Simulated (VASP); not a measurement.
# MnS (Fm-3m) in VASP: further runs, part 2 of 3

VASP 6.6.1. Earlier steps stand in the parts before.

### 3 Single point, PBEsol, collinear spin, ferromagnetic start

This run uses another cell than the first one, of 14.85 Å³/atom.

INCAR

```
ALGO     = Normal         # electronic algorithm
EDIFF    = 1E-6           # SCF threshold, eV
ENCUT    = 520            # plane-wave cutoff, eV
GGA      = PS             # functional
ISIF     = 2              # what is computed and relaxed
ISMEAR   = -1             # smearing method
ISPIN    = 2              # spin polarisation
LASPH    = T              # aspherical terms in the spheres
LCHARG   = F              # write CHGCAR
LMAXMIX  = 4              # l up to which the mixer works
LORBIT   = 11             # projections on sites
LREAL    = F              # projectors in reciprocal space
LWAVE    = F              # write WAVECAR
MAGMOM   = 4 0            # initial moments
NBANDS   = 20             # bands
NELM     = 150            # most SCF steps
PREC     = Accurate       # precision mode
SIGMA    = 0.05           # smearing width, eV
```

KPOINTS

```
k-points
0
Gamma
  9 9 9
```

POSCAR

```
MnS
1.0
    0.0000000000      2.4581040914      2.4581040914
    2.4581040914      0.0000000000      2.4581040914
    2.4581040914      2.4581040914      0.0000000000
Mn S
1 1
Direct
    0.0000000000      0.0000000000      0.0000000000
    0.5000000000      0.5000000000      0.5000000000
```

Potentials or basis: VASP PAW PBE potentials, release 64 (Mn_pv, S).

Command:

```bash
$ cat potpaw_PBE.64/Mn_pv/POTCAR potpaw_PBE.64/S/POTCAR > POTCAR
$ mpirun -np 1 vasp_std > vasp.out
```

Run time: 95 s. Hardware: 1 thread of Intel Xeon 8259CL, shared host; peak memory 0.19 GiB.

Results (log left out):

- Free energy: -14.9879 eV
- Pressure: 0.2 GPa
- Net moment: 3.99 μB per cell
- Site moments: Mn +3.70; S +0.05 μB
- Valence electrons inside the program's atomic spheres: Mn 11.52; S 3.72

Levels at points of the mesh, in eV from the Fermi level:
Spin up:
| k point | band 9 | band 10 | band 11 | band 12 | band 13 | band 14 | band 15 | band 16 |
| --- | --- | --- | --- | --- | --- | --- | --- | --- |
| (0.00, 0.00, 0.00) | -3.24 | -2.05 | -2.05 | -2.05 | 3.15 | 9.05 | 9.05 | 9.05 |
Spin down:
```csv
k point,band 5,band 6,band 7,band 8,band 9,band 10,band 11,band 12
"(0.00, 0.00, 0.00)",-1.86,-1.86,-1.86,-0.33,-0.33,-0.33,-0.20,-0.20
```

Caveat: the PAW data sets were made with another functional, which shifts forces and pressure a little; a cell with one magnetic atom can't hold antiferromagnetic order, which such compounds often take; semilocal functionals often make such compounds metallic where correlation or magnetic order opens a gap, which also shifts bond lengths. With open d or f shells a metallic result of PBEsol can be an artefact of self-interaction; +U or a hybrid may open a gap.

### 4 Relaxation of cell and atoms, PBEsol, collinear spin, ferromagnetic start, target pressure 5 GPa, at which the enthalpy is minimised

This run uses another cell than the first one, of 17.67 Å³/atom.

INCAR

```
ALGO = Normal ; EDIFF = 1E-6
EDIFFG = -0.01 ; ENCUT = 600
GGA = PS ; IBRION = 2
ISIF = 3 ; ISMEAR = -1
ISPIN = 2 ; LASPH = T
LCHARG = F ; LMAXMIX = 4
LORBIT = 11 ; LREAL = F
LWAVE = F ; MAGMOM = 4 0
NELM = 150 ; NSW = 80
PREC = Accurate ; PSTRESS = 50.0
SIGMA = 0.05
```

KPOINTS is that of step 3.

POSCAR

```
MnS
1.0
    0.0000000000      2.6045000000      2.6045000000
    2.6045000000      0.0000000000      2.6045000000
    2.6045000000      2.6045000000      0.0000000000
Mn S
1 1
Direct
    0.0000000000      0.0000000000      0.0000000000
    0.5000000000      0.5000000000      0.5000000000
```

Potentials or basis: VASP PAW PBE potentials, release 64 (Mn_pv, S).

Command:

```bash
$ cat potpaw_PBE.64/Mn_pv/POTCAR potpaw_PBE.64/S/POTCAR > POTCAR
$ mpirun -np 1 vasp_std > vasp.out
```

OUTCAR:

```text
EDIFF = 1E-6
   EDIFFG = -0.01
   ENCUT = 600
   GGA = PS
   IBRION = 2
   ISIF = 3
   ISMEAR = -1
   ISPIN = 2
   LASPH = T
   LORBIT = 11
   LREAL = F
   NELM = 150
   NSW = 80
   PREC = Accurate
   PSTRESS = 50.0

 ion  position               nearest neighbor table
   1  0.000  0.000  0.000-   2 2.60   2 2.60   2 2.60   2 2.60   2 2.60   2 2.60
   2  0.500  0.500  0.500-   1 2.60   1 2.60   1 2.60   1 2.60   1 2.60   1 2.60

  LATTYP: Found a face centered cubic cell.
 ALAT       =     5.2090000000

  Lattice vectors:

 A1 = (   0.0000000000,   2.6045000000,   2.6045000000)
 A2 = (   2.6045000000,   0.0000000000,   2.6045000000)
 A3 = (   2.6045000000,   2.6045000000,   0.0000000000)

Analysis of symmetry for initial positions (statically):
=====================================================================
 Subroutine PRICEL returns:
 Original cell was already a primitive cell.

 Routine SETGRP: Setting up the symmetry group for a
 face centered cubic supercell.

 Subroutine GETGRP returns: Found 48 space group operations
 (whereof 48 operations were pure point group operations)
 out of a pool of 48 trial point group operations.

The static configuration has the point symmetry O_h .

Analysis of symmetry for dynamics (positions and initial velocities):
=====================================================================
 Subroutine PRICEL returns:
 Original cell was already a primitive cell.

 Routine SETGRP: Setting up the symmetry group for a
 face centered cubic supercell.

 Subroutine GETGRP returns: Found 48 space group operations
 (whereof 48 operations were pure point group operations)
 out of a pool of 48 trial point group operations.

The dynamic configuration has the point symmetry O_h .

Analysis of structural, dynamic, and magnetic symmetry:
=====================================================================
 Subroutine PRICEL returns:
 Original cell was already a primitive cell.

 Routine SETGRP: Setting up the symmetry group for a
 face centered cubic supercell.

 Subroutine GETGRP returns: Found 48 space group operations
 (whereof 48 operations were pure point group operations)
 out of a pool of 48 trial point group operations.

The overall configuration has the point symmetry O_h .

 Subroutine INISYM returns: Found 48 space group operations
 (whereof 48 operations are pure point group operations),
 and found     1 'primitive' translations

----------------------------------------------------------------------------------------

                                     Primitive cell

  volume of cell :      35.3348

  direct lattice vectors                    reciprocal lattice vectors
     0.000000000  2.604500000  2.604500000    -0.191975427  0.191975427  0.191975427
     2.604500000  0.000000000  2.604500000     0.191975427 -0.191975427  0.191975427
     2.604500000  2.604500000  0.000000000     0.191975427  0.191975427 -0.191975427

  length of vectors
     3.683319223  3.683319223  3.683319223     0.332511194  0.332511194  0.332511194

  position of ions in fractional coordinates (direct lattice)
     0.000000000  0.000000000  0.000000000
     0.500000000  0.500000000  0.500000000

  ion indices of the primitive-cell ions
   primitive index   ion index
                 1           1
                 2           2

----------------------------------------------------------------------------------------

[... 72 lines left out ...]
   NSW    =     80    number of steps for IOM
   IBRION =      2    ionic relax: 0-MD 1-quasi-New 2-CG
   NFREE  =      1    steps in history (QN), initial steepest desc. (CG)
   ISIF   =      3    stress and relaxation
   ISYM   =      2    0-nonsym 1-usesym 2-fastsym
   POTIM  = 0.5000    time-step for ionic-motion
   TEBEG  =    0.0;   TEEND  =   0.0 temperature during run
   PSTRESS=   50.0 pullay stress
   NELECT =      19.0000    total number of electrons
   NUPDOWN=      -1.0000    fix difference up-down
   EMIN   =  10.00;   EMAX   =-10.00  energy-range for DOS
   EFERMI =   0.00;   METHOD = LEGACY
   ISMEAR =    -1;   SIGMA  =   0.05  broadening in eV -4-tet -1-fermi 0-gaus
   EFERMI_NEDOS =   21; number of points for ismear=-14 and -15
   IALGO  =     38    algorithm
   IMIX   =      4    mixing-type and parameters
     AMIX     =   0.40;   BMIX     =  1.00
     AMIX_MAG =   1.60;   BMIX_MAG =  1.00
  volume/ion in A,a.u.               =      17.67       119.23
  Fermi-wavevector in a.u.,A,eV,Ry     =   1.331246  2.515690 24.112464  1.772216
  Thomas-Fermi vector in A             =   2.460272
   LORBIT       =     11    0 simple, 1 ext, 2 COOP (PROOUT), +10 PAW based schemes
   GGA     = PS    functional components
   LHFCALC =     F    Hartree Fock is set to
   AEXX    =    0.0000 exact exchange contribution
   IVDW    =     0    specifies the selected vdW correction
   LEPSILON=     F    determine dielectric tensor
   LRPA    =     F    only Hartree local field effects (RPA)
 conjugate gradient relaxation of ions
 spin polarized calculation
  energy-cutoff  :      600.00
  volume of cell :       35.33
 maximum number of plane-waves:      1243
 NGX is ok and might be reduce to    30
   NGX = 15   NGY = 15   NGZ = 15

--------------------------------------- Ionic step        1  -------------------------------------------

 number of electron      19.0000008 magnetization       4.6855103

 Free energy of the ion-electron system (eV)
  ---------------------------------------------------
  ext. energy  EPLUGINS =         0.00000000
  ---------------------------------------------------
  free energy    TOTEN  =       -14.85793128 eV

  energy without entropy =      -14.85107209  energy(sigma->0) =      -14.85450168

------------------------ aborting loop because EDIFF is reached ----------------------------------------

  FORCE on cell =-STRESS in cart. coord.  units (eV):
  Direction    XX          YY          ZZ          XY          YZ          ZX
  --------------------------------------------------------------------------------------
  -------------------------------------------------------------------------------------
  Total       -1.5858001     -1.5858001     -1.5858001      0.0000000      0.0000000      0.0000000
  in kB      -71.9044807    -71.9044807    -71.9044807      0.0000000      0.0000000      0.0000000
  external PRESSURE =    -121.9044807 kB  Pullay stress =      50.0000000 kB
[... 101 lines left out ...]
--------------------------------------- Ionic step        4  -------------------------------------------

 number of electron      18.9999998 magnetization       3.9060211

 Free energy of the ion-electron system (eV)
  ---------------------------------------------------
  ext. energy  EPLUGINS =         0.00000000
  ---------------------------------------------------
  free energy    TOTEN  =       -14.97159740 eV

  energy without entropy =      -14.96288281  energy(sigma->0) =      -14.96724010

 E-fermi :   9.0540     XC(G=0): -11.9334

 val. band max:        9.0208909459   @ k =   0.2222   0.2222   0.0000
 cond. band min:       9.0680073041   @ k =  -0.1111   0.1111   0.0000
 fundamental gap:      0.0471163582
 Fermi energy:         9.0540009959

 spin component 1

 k-point     1 :       0.0000    0.0000    0.0000
  band No.  band energies     occupation
      1     -41.0195      1.00000
      2     -41.0195      1.00000
      3     -41.0195      1.00000
      4      -7.0586      1.00000
      5       5.7038      1.00000
      6       5.7038      1.00000
      7       5.7038      1.00000
      8       5.8369      1.00000
      9       5.8369      1.00000
     10       7.0444      1.00000
     11       7.0444      1.00000
     12       7.0444      1.00000
     13      12.7147      0.00000
     14      18.3029      0.00000
[... 403 lines left out ...]
      4      -5.0256      1.00000
      5       1.8556      1.00000
      6       4.7926      1.00000
      7       4.9502      1.00000
      8       4.9502      1.00000
      9       6.2416      1.00000
     10       6.8898      1.00000
     11       6.8898      1.00000
     12       7.7447      1.00000
     13      10.6989      0.00000
     14      15.0479      0.00000
     15      21.0318      0.00000

 [... further k-points ...]

 spin component 2

 k-point     1 :       0.0000    0.0000    0.0000
  band No.  band energies     occupation
      1     -37.2397      1.00000
      2     -37.2397      1.00000
      3     -37.2397      1.00000
      4      -6.7708      1.00000
      5       7.2572      1.00000
      6       7.2572      1.00000
      7       7.2572      1.00000
      8       8.6325      0.99978
      9       8.6325      0.99978
     10       8.6325      0.99978
     11       8.7772      0.99608
     12       8.7772      0.99608
     13      13.4477      0.00000
     14      19.3748      0.00000
[... 448 lines left out ...]
  energy  without entropy=      -14.9628828142  energy(sigma->0) =      -14.96724010

  enthalpy is  TOTEN    =       -14.0839204815 eV   P V=        0.8876769143

 reached required accuracy - stopping structural energy minimisation

 total charge

# of ion       s       p       d       tot
------------------------------------------
    1        0.264   6.241   5.077  11.582
    2        1.322   2.410   0.000   3.733
--------------------------------------------------
tot          1.586   8.651   5.077  15.314

 magnetization (x)

# of ion       s       p       d       tot
------------------------------------------
    1        0.054   0.044   3.523   3.621
    2        0.026   0.031   0.000   0.057
--------------------------------------------------
tot          0.079   0.075   3.523   3.678
```

Run time: 5.3 min. Hardware: 1 thread of Intel Xeon 8259CL, shared host; peak memory 0.22 GiB.

Results:

```
Free energy                                                : -14.9716 eV
Relaxed volume                                             : 14.22 Å³/atom
Relaxed cell                                               : a = 3.426 Å, b = 3.426 Å, c = 3.426 Å, α = 60.00°, β = 60.00°, γ = 60.00°
Space group after relaxing (to 0.1 Å)                      : Fm-3m (No. 225)
Energy change on relaxing (the run minimises the enthalpy) : -56.8 meV/atom
Ionic steps                                                : 4
Pressure after relaxing                                    : 4.9 GPa
Net moment                                                 : 3.91 μB per cell
Site moments                                               : Mn +3.62; S +0.06 μB
Valence electrons inside the program's atomic spheres      : Mn 11.58; S 3.73
```

Step by step:
```tsv
step	energy change (eV)	largest force (eV/Å)	pressure (GPa)	volume (Å³)
1	0.0000	0.0000	-7.19	35.33
2	-0.1249	0.0000	3.15	28.90
3	-0.1095	0.0000	5.41	28.31
4	-0.1137	0.0000	4.91	28.44
```

Final structure:
```
CELL_PARAMETERS angstrom
0.00000 2.42282 2.42282
2.42282 0.00000 2.42282
2.42282 2.42282 0.00000
ATOMIC_POSITIONS crystal
Mn 0.00000 0.00000 0.00000
S 0.50000 0.50000 0.50000
```

Caveat: the cell is relaxed towards a set pressure, so the run minimises the enthalpy, not the energy; the volume moved by over 15 % at a fixed basis, so the end points are rough; the PAW data sets were made with another functional, which shifts forces and pressure a little; a cell with one magnetic atom can't hold antiferromagnetic order, which such compounds often take; semilocal functionals often make such compounds metallic where correlation or magnetic order opens a gap, which also shifts bond lengths. With open d or f shells a metallic result of PBEsol can be an artefact of self-interaction; +U or a hybrid may open a gap.

[end of part 2 of 3]
